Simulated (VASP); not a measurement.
Input of a VASP 6.6.1 run:

Contents of POSCAR:

```
Si
1.0
    3.6780647621      0.0000000000      0.0000000000
   -1.8390323811      3.1852975207      0.0000000000
    0.0000000000      0.0000000000      6.0793171202
Si
4
Direct
    0.3333333333      0.6666666667      0.0630095000
    0.6666666667      0.3333333333      0.5630095000
    0.3333333333      0.6666666667      0.4369905000
    0.6666666667      0.3333333333      0.9369905000
```

Contents of INCAR.step1:

```
ALGO     = Normal         # electronic algorithm
EDIFF    = 1E-4           # SCF threshold, eV
ENCUT    = 520            # plane-wave cutoff, eV
GGA      = PE             # functional
ISMEAR   = 0              # smearing method
LASPH    = T              # aspherical terms in the spheres
LCHARG   = F              # write CHGCAR
LREAL    = F              # projectors in reciprocal space
LWAVE    = T              # write WAVECAR
NBANDS   = 16             # bands
NELM     = 100            # most SCF steps
PREC     = Accurate       # precision mode
SIGMA    = 0.05           # smearing width, eV
```

Contents of INCAR.step2:

```
ALGO     = Normal         # electronic algorithm
EDIFF    = 1E-7           # SCF threshold, eV
ENCUT    = 520            # plane-wave cutoff, eV
ISIF     = 2              # what is computed and relaxed
ISMEAR   = 0              # smearing method
ISTART   = 1            
LASPH    = T              # aspherical terms in the spheres
LCHARG   = F              # write CHGCAR
LMIXTAU  = T            
LREAL    = F              # projectors in reciprocal space
LWAVE    = F              # write WAVECAR
METAGGA  = R2SCAN         # meta-GGA
NBANDS   = 16             # bands
NELM     = 100            # most SCF steps
PREC     = Accurate       # precision mode
SIGMA    = 0.05           # smearing width, eV
```

KPOINTS

```
k-points
0
Gamma
  12 12 6
```

Potentials or basis: VASP PAW PBE potentials, release 64 (Si).

Command:

```bash
$ cat potpaw_PBE.64/Si/POTCAR > POTCAR
$ cp INCAR.step1 INCAR
$ mpirun -np 1 vasp_std > vasp.out
$ cp INCAR.step2 INCAR
$ mpirun -np 1 vasp_std > vasp.out
```

What does it give for the largest force?

0.056 eV/Å.

What does it give for the pressure?

15.3 GPa.

Predict the band gap on the k mesh.

0.32 eV (least direct gap 1.71 eV).

Forces in eV/Å, atoms in the order of the input:
```
Si   0.000  0.000  0.056
Si   0.000  0.000  0.056
Si   0.000  0.000 -0.056
Si   0.000  0.000 -0.056
```

Caveat: the cell differs from its parent crystal (strain -0.040 along x and y, -0.040 along z); the cell stands under pressure; semilocal functionals underestimate gaps, and a narrow one can read as zero; the PAW data sets were made with another functional, which shifts forces and pressure a little. A k mesh can miss the band edges.
